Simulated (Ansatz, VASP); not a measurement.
Given: the input of a run of VASP 6.6.1 on PbS.

The input INCAR:

```
SYSTEM = PbS
  PREC = Accurate
  ENCUT = 520
  EDIFF = 1E-6
  ISMEAR = -1
  SIGMA = 0.02
  LREAL = .FALSE.
  LASPH = .TRUE.
  NELM = 80
  ALGO = Normal
  ISIF = 2
  LWAVE = .FALSE.
  LCHARG = .FALSE.
  GGA = PE
  NBANDS = 17
```

File KPOINTS:

```
regular mesh
0
G
  4 4 4
  0 0 0
```

POSCAR

```
PbS
1.0
    0.0000000000      2.9657500000      2.9657500000
    2.9657500000      0.0000000000      2.9657500000
    2.9657500000      2.9657500000      0.0000000000
Pb S
1 1
Direct
    0.0000000000      0.0000000000      0.0000000000
    0.5000000000      0.5000000000      0.5000000000
```

Potentials or basis: VASP PAW PBE potentials, release 64 (Pb_d, S).

The run is started by

```bash
$ cat potpaw_PBE.64/Pb_d/POTCAR potpaw_PBE.64/S/POTCAR > POTCAR
$ mpirun -np 1 vasp_std > vasp.out
```

Question: Set up the same calculation for Ansatz 0.2.0. Potentials there: all-electron LAPW, scalar-relativistic.

Answer: As run (the cutoff follows the program's own potentials):

File input.yaml:

```yaml
crystal:
  lattice:
    - [0.0, 2.96575, 2.96575]
    - [2.96575, 0.0, 2.96575]
    - [2.96575, 2.96575, 0.0]
  atoms:
    - { symbol: Pb, position: [0.0, 0.0, 0.0] }
    - { symbol: S, position: [0.5, 0.5, 0.5] }
kpoints:
  mp_grid: { grid: [4, 4, 4] }
scf:
  occupations: { method: fermi_dirac, width: 0.02 }
hamiltonian:
  xc: pbe
  pseudopotentials: { kind: all_electron, lapw: { basis_error: 0.004 } }
output:
  forces: true
  stress: true
  eigenvalues: true
```

Potentials or basis: all-electron LAPW, scalar-relativistic.

Run with:

```console
$ ansatz run input.yaml --threads 1 --pin off --max-ram 3072MiB --backend cpu --events-out ev --progress --plain --runs-dir out
```

Both were run:

|  | VASP | Ansatz | Ansatz less VASP |
| --- | --- | --- | --- |
| gap on the k mesh at the Fermi level (eV) | 0.36 | 0.36 | -0.008 |
| least direct gap on the mesh (eV) | 0.36 | 0.36 | -0.008 |
| pressure (GPa) | 2.2 | 2.3 | +0.10 |

Ansatz ran all-electron here, and VASP with PAW potentials.

The k mesh is coarse, so the values compare programs but aren't converged. Neither program's run includes spin-orbit coupling.
